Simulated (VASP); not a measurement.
A run of VASP 6.6.1 is set up as follows.

Contents of INCAR:

```
PREC = Accurate ; ENCUT = 550
EDIFF = 1E-6 ; ISMEAR = 0
SIGMA = 0.1 ; LREAL = F
LASPH = T ; NELM = 300
ALGO = All ; ISIF = 2
LWAVE = F ; LCHARG = F
GGA = PE ; NBANDS = 47
GGA_COMPAT = F ; ISEARCH = 1
KPAR = 4
```

The input KPOINTS:

```
regular mesh
0
Gamma
  18 18 4
```

Contents of POSCAR:

```
Ti2W
1.0
    2.8382618533      0.0000000000      0.0000000000
   -1.4191309266      2.4580068675      0.0000000000
    0.0000000000      0.0000000000     14.4301090621
Ti W
4 2
Direct
    0.3333333333      0.6666666667      0.5000000000
    0.6666666667      0.3333333333      0.0000000000
    0.6666666667      0.3333333333      0.3351593389
    0.6666666667      0.3333333333      0.6648406611
    0.3333333333      0.6666666667      0.8326875649
    0.3333333333      0.6666666667      0.1673124351
```

Potentials or basis: VASP PAW PBE potentials, release 64 (Ti_sv, W_sv).

Run with:

```sh
$ cat potpaw_PBE.64/Ti_sv/POTCAR potpaw_PBE.64/W_sv/POTCAR > POTCAR
$ mpirun -np 4 vasp_std > vasp.out
```

Question: Predict the pressure.

Answer: -0.1 GPa.

Question: Predict the band gap on the k mesh.

Answer: Zero (bands 38 and 39 overlap by 0.94 eV).

Question: Estimate the largest force.

Answer: 0.004 eV/Å.

Forces on the atoms (eV/Å):
```
Ti   0.000  0.000  0.000
Ti   0.000  0.000  0.000
Ti   0.000  0.000  0.004
Ti   0.000  0.000 -0.004
W    0.000  0.000  0.003
W    0.000  0.000 -0.003
```

Caveat: spin-orbit coupling is left out, which moves the levels of the heavy elements.
